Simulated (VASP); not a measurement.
Wanted: the native input for a VASP 6.6.1 run.

| Quantity | Value |
| --- | --- |
| Task | single point |
| Functional | PBE |
| Potentials or basis | VASP PAW PBE potentials, release 64 (Li_sv) |
| Cutoff | 520 eV |
| k mesh | 12 × 12 × 12 |
| Occupations | gaussian, width 0.1 eV |
| Spin | no spin polarisation |
| Dipole correction | no |
| Further INCAR settings | ALGO = Normal; EDIFF = 1e-07; NBANDS = 12 |

The structure of Li lies in POSCAR:

```
Li
1.0
    4.1179578463      0.0000000000      0.0000000000
    0.0000000000      4.1179578463      0.0000000000
    0.0000000000      0.0000000000      4.1179578463
Li
3
Direct
    0.0000000000      0.5000000000      0.5000000000
    0.5000000000      0.0000000000      0.5000000000
    0.5000000000      0.5000000000      0.0000000000
```

The input as run:

INCAR

```
SYSTEM = Li
PREC = Accurate
ENCUT = 520
EDIFF = 1E-7
ISMEAR = 0
SIGMA = 0.1
LREAL = .FALSE.
LASPH = .TRUE.
NELM = 100
ALGO = Normal
ISIF = 2
LWAVE = .FALSE.
LCHARG = .FALSE.
GGA = PE
NBANDS = 12
```

KPOINTS

```
regular mesh
0
G
  12 12 12
  0 0 0
```

Potentials or basis: VASP PAW PBE potentials, release 64 (Li_sv).

The run is started by

```console
$ cat potpaw_PBE.64/Li_sv/POTCAR > POTCAR
$ mpirun -np 1 vasp_std > vasp.out
```

It took 17 s on 1 thread of Intel(R) Xeon(R) 6975P-C (Granite Rapids), with other jobs on the host, peak memory 0.19 GiB.
